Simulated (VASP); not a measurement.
**Si2Ni (nickel disilicide): single point with LDA**

Crystal: Si2Ni (nickel disilicide).

```
Si Ni
1.0
     0.00000    2.67490    2.67490
     2.67490    0.00000    2.67490
     2.67490    2.67490    0.00000
Si Ni
2 1
Direct
  0.25000 0.25000 0.25000
  0.75000 0.75000 0.75000
  0.00000 0.00000 0.00000
```

| Property | Result |
| --- | --- |
| Program | VASP 6.6.1 |
| Task | single point |
| Functional | LDA |
| Potentials or basis | VASP PAW LDA potentials, release 64 (Si, Ni) |
| Cutoff | 520 eV |
| k mesh | 16 × 16 × 16 |
| Occupations | gaussian, width 0.1 eV |
| Spin | no spin polarisation |

```json
{"Pressure": "0.2 GPa", "Band gap on the k mesh": "zero (band 9 reaches 12.57 eV, above the bottom of band 10 at 10.41 eV)"}
```

Levels at points of the mesh, in eV from the Fermi level:
```csv
k point,band 6,band 7,band 8,band 9,band 10,band 11,band 12,band 13
"(0.00, 0.00, 0.00)",-3.71,-0.12,1.75,1.75,1.75,2.24,2.24,2.24
"(0.50, 0.00, 0.00)",-3.52,-3.52,-1.49,-1.49,1.79,1.84,1.84,2.74
"(0.50, 0.50, 0.00)",-3.82,-3.82,-3.62,-3.28,-0.41,1.33,7.79,8.48
```

It took 2.4 min on 1 thread of AMD EPYC 7R43 64-Core Processor (Zen 3) (shared host), peak memory 0.16 GiB.

Spin polarisation is off, so any magnetic state and its effect on volume and gap are missing.
